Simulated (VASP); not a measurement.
# Al (P6_3/mmc) in VASP: a series of runs, part 2 of 2

VASP 6.6.1.

## (3) Single point, LDA

This run uses another cell than the first one, of 15.14 Å³/atom, 0.948 times its volume.

INCAR

```
SYSTEM = Al
PREC = Accurate
ENCUT = 520
EDIFF = 1E-6
ISMEAR = 0
SIGMA = 0.15
LREAL = .FALSE.
LASPH = .TRUE.
NELM = 80
ALGO = Normal
ISIF = 2
LWAVE = .FALSE.
LCHARG = .FALSE.
NBANDS = 10
```

KPOINTS

```
Automatic mesh
0
G
  18 18 10
  0 0 0
```

POSCAR

```
Al
1.0
    2.7044000000      0.0000000000      0.0000000000
   -1.3522000000      2.3420791020      0.0000000000
    0.0000000000      0.0000000000      4.7800000000
Al
2
Direct
    0.6666666667      0.3333333333      0.7500000000
    0.3333333333      0.6666666667      0.2500000000
```

Potentials or basis: VASP PAW LDA potentials, release 64 (Al).

Launch:

```bash
$ cat potpaw_LDA.64/Al/POTCAR > POTCAR
$ mpirun -np 1 vasp_std > vasp.out
```

OUTCAR:

```text
SYSTEM = Al
   PREC = Accurate
   ENCUT = 520
   EDIFF = 1E-6
   ISMEAR = 0
   LREAL = .FALSE.
   LASPH = .TRUE.
   NELM = 80
   ISIF = 2

 ion  position               nearest neighbor table
   1  0.667  0.333  0.750-   2 2.85   2 2.85   2 2.85   2 2.85   2 2.85   2 2.85
   2  0.333  0.667  0.250-   1 2.85   1 2.85   1 2.85   1 2.85   1 2.85   1 2.85

  LATTYP: Found a hexagonal cell.
 ALAT       =     2.7044000000
 C/A-ratio  =     1.7674900163

  Lattice vectors:

 A1 = (   2.7044000000,   0.0000000000,   0.0000000000)
 A2 = (  -1.3522000000,   2.3420791020,   0.0000000000)
 A3 = (   0.0000000000,   0.0000000000,   4.7800000000)

Analysis of symmetry for initial positions (statically):
=====================================================================
 Subroutine PRICEL returns:
 Original cell was already a primitive cell.

 Routine SETGRP: Setting up the symmetry group for a
 hexagonal supercell.

 Subroutine GETGRP returns: Found 24 space group operations
 (whereof 12 operations were pure point group operations)
 out of a pool of 24 trial point group operations.

The static configuration has the point symmetry D_3d.
 The point group associated with its full space group is D_6h.

Analysis of symmetry for dynamics (positions and initial velocities):
=====================================================================
 Subroutine PRICEL returns:
 Original cell was already a primitive cell.

 Routine SETGRP: Setting up the symmetry group for a
 hexagonal supercell.

 Subroutine GETGRP returns: Found 24 space group operations
 (whereof 12 operations were pure point group operations)
 out of a pool of 24 trial point group operations.

The dynamic configuration has the point symmetry D_3d.
 The point group associated with its full space group is D_6h.

 Subroutine INISYM returns: Found 24 space group operations
 (whereof 12 operations are pure point group operations),
 and found     1 'primitive' translations

----------------------------------------------------------------------------------------

                                     Primitive cell

  volume of cell :      30.2761

  direct lattice vectors                    reciprocal lattice vectors
     2.704400000  0.000000000  0.000000000     0.369767786  0.213485531  0.000000000
    -1.352200000  2.342079102  0.000000000     0.000000000  0.426971061  0.000000000
     0.000000000  0.000000000  4.780000000     0.000000000  0.000000000  0.209205021

  length of vectors
     2.704400000  2.704400000  4.780000000     0.426971061  0.426971061  0.209205021

  position of ions in fractional coordinates (direct lattice)
     0.666666667  0.333333333  0.750000000
     0.333333333  0.666666667  0.250000000

  ion indices of the primitive-cell ions
   primitive index   ion index
                 1           1
                 2           2

----------------------------------------------------------------------------------------

 KPOINTS: Automatic mesh

Automatic generation of k-mesh.
 Grid dimensions read from file:
 generate k-points for:   18   18   10

 Generating k-lattice:

  Cartesian coordinates                     Fractional coordinates (reciprocal lattice)
[... 39 lines left out ...]
  0.333333  0.111111  0.000000     12.000000
  0.388889  0.111111  0.000000     12.000000
 [... further k-points ...]
   k-points           NKPTS =    222   k-points in BZ     NKDIM =    222   number of bands    NBANDS=     10
   number of dos      NEDOS =    301   number of ions     NIONS =      2
   total plane-waves  NPLWV =  14400
   dimension x,y,z NGX =    20 NGY =   20 NGZ =   36
   dimension x,y,z NGXF=    40 NGYF=   40 NGZF=   72
   ions per type =               2
   NGX,Y,Z   is equivalent  to a cutoff of  12.29, 12.29, 12.52 a.u.
   NGXF,Y,Z  is equivalent  to a cutoff of  24.59, 24.59, 25.04 a.u.
 SYSTEM =  Al
   PREC   = accura    normal or accurate (medium, high low for compatibility)
   ISTART =      0    job   : 0-new  1-cont  2-samecut
   ICHARG =      2    charge: 1-file 2-atom 10-const
   ISPIN  =      1    spin polarized calculation?
   LNONCOLLINEAR =      F non collinear calculations
   LSORBIT =      F    spin-orbit coupling
   LASPH  =      T    aspherical Exc in radial PAW
   ENCUT  =  520.0 eV  38.22 Ry    6.18 a.u.   5.03  5.03  8.89*2*pi/ulx,y,z
   NELM   =     80;   NELMIN=  2; NELMDL= -5     # of ELM steps
   EDIFF  = 0.1E-05   stopping-criterion for ELM
   LREAL  =      F    real-space projection
   EDIFFG = 0.1E-04   stopping-criterion for IOM
   NSW    =      0    number of steps for IOM
   IBRION =     -1    ionic relax: 0-MD 1-quasi-New 2-CG
   NFREE  =      0    steps in history (QN), initial steepest desc. (CG)
   ISIF   =      2    stress and relaxation
   ISYM   =      2    0-nonsym 1-usesym 2-fastsym
   POTIM  = 0.5000    time-step for ionic-motion
   TEBEG  =    0.0;   TEEND  =   0.0 temperature during run
   PSTRESS=    0.0 pullay stress
   NELECT =       6.0000    total number of electrons
   NUPDOWN=      -1.0000    fix difference up-down
   EMIN   =  10.00;   EMAX   =-10.00  energy-range for DOS
   EFERMI =   0.00;   METHOD = LEGACY
   ISMEAR =     0;   SIGMA  =   0.15  broadening in eV -4-tet -1-fermi 0-gaus
   EFERMI_NEDOS =   21; number of points for ismear=-14 and -15
   IALGO  =     38    algorithm
   IMIX   =      4    mixing-type and parameters
     AMIX     =   0.40;   BMIX     =  1.00
     AMIX_MAG =   1.60;   BMIX_MAG =  1.00
  volume/ion in A,a.u.               =      15.14       102.16
  Fermi-wavevector in a.u.,A,eV,Ry     =   0.954462  1.803671 12.394866  0.910997
  Thomas-Fermi vector in A             =   2.083210
   LORBIT       =      0    0 simple, 1 ext, 2 COOP (PROOUT), +10 PAW based schemes
   GGA     = CA    functional components
   LHFCALC =     F    Hartree Fock is set to
   AEXX    =    0.0000 exact exchange contribution
   IVDW    =     0    specifies the selected vdW correction
   LEPSILON=     F    determine dielectric tensor
   LRPA    =     F    only Hartree local field effects (RPA)
 non-spin polarized calculation
 Gauss-broadening in eV      SIGMA  =   0.15
  energy-cutoff  :      520.00
  volume of cell :       30.28
 maximum number of plane-waves:       840
 NGX is ok and might be reduce to    20
   NGX =  9   NGY =  9   NGZ = 17

 number of electron       6.0000000 magnetization

 Free energy of the ion-electron system (eV)
  ---------------------------------------------------
  ext. energy  EPLUGINS =         0.00000000
  ---------------------------------------------------
  free energy    TOTEN  =        -8.27199531 eV

  energy without entropy =       -8.26395157  energy(sigma->0) =       -8.26797344

 E-fermi :   8.6868     XC(G=0): -10.6637

 val. band max:        8.6722522131   @ k =   0.3333   0.2222   0.3000
 cond. band min:       8.6883534882   @ k =   0.4444   0.1111   0.1000
 fundamental gap:      0.0161012751
 Fermi energy:         8.6868387392

 k-point     1 :       0.0000    0.0000    0.0000
  band No.  band energies     occupation
      1      -2.9983      2.00000
      2       3.2138      2.00000
      3       3.4067      2.00000
      4      19.8543      0.00000
      5      21.1737      0.00000
      6      21.1737      0.00000
      7      21.2513      0.00000
      8      21.2513      0.00000
      9      21.2963      0.00000
     10      24.6731      0.00000
[... 287 lines left out ...]
 k-point    24 :       0.3889    0.1111    0.0000
  band No.  band energies     occupation
      1       2.4369      2.00000
      2       5.2002      2.00000
      3       8.5517      1.79743
      4       8.5932      1.62281
      5      10.9757      0.00000
      6      11.4348      0.00000
      7      13.1801      0.00000
      8      18.2526      0.00000
      9      18.4370      0.00000
     10      20.6788      0.00000

 [... further k-points ...]

------------------------ aborting loop because EDIFF is reached ----------------------------------------

  FORCE on cell =-STRESS in cart. coord.  units (eV):
  Direction    XX          YY          ZZ          XY          YZ          ZX
  --------------------------------------------------------------------------------------
  -------------------------------------------------------------------------------------
  Total        1.4070779      1.4070779      0.2831209      0.0000000      0.0000000      0.0000000
  in kB       74.4609086     74.4609086     14.9824263      0.0000000      0.0000000      0.0000000
  external PRESSURE =      54.6347478 kB  Pullay stress =       0.0000000 kB

 VOLUME and BASIS-vectors are now :
 -----------------------------------------------------------------------------
  energy-cutoff  :      520.00
  volume of cell :       30.28
      direct lattice vectors                 reciprocal lattice vectors
     2.704400000  0.000000000  0.000000000     0.369767786  0.213485531  0.000000000
    -1.352200000  2.342079102  0.000000000     0.000000000  0.426971061  0.000000000
     0.000000000  0.000000000  4.780000000     0.000000000  0.000000000  0.209205021

 POSITION                                       TOTAL-FORCE (eV/Angst)
 -----------------------------------------------------------------------------------
      1.35220      0.78069      3.58500         0.000000     -0.000000      0.000000
     -0.00000      1.56139      1.19500        -0.000000      0.000000      0.000000
 -----------------------------------------------------------------------------------
    total drift:                               -0.000000      0.000000     -0.000000

  FREE ENERGIE OF THE ION-ELECTRON SYSTEM (eV)
  ---------------------------------------------------
  free  energy   TOTEN  =        -8.2719953108 eV

  energy  without entropy=       -8.2639515729  energy(sigma->0) =       -8.26797344
```

It took 21 s on 1 thread of Intel Xeon 6975P-C, shared host; peak memory 0.16 GiB.

What came out:

```
Free energy            : -8.2720 eV
Pressure               : 5.5 GPa
Band gap on the k mesh : zero (band 3 reaches 12.36 eV, above the bottom of band 4 at 5.58 eV)
```
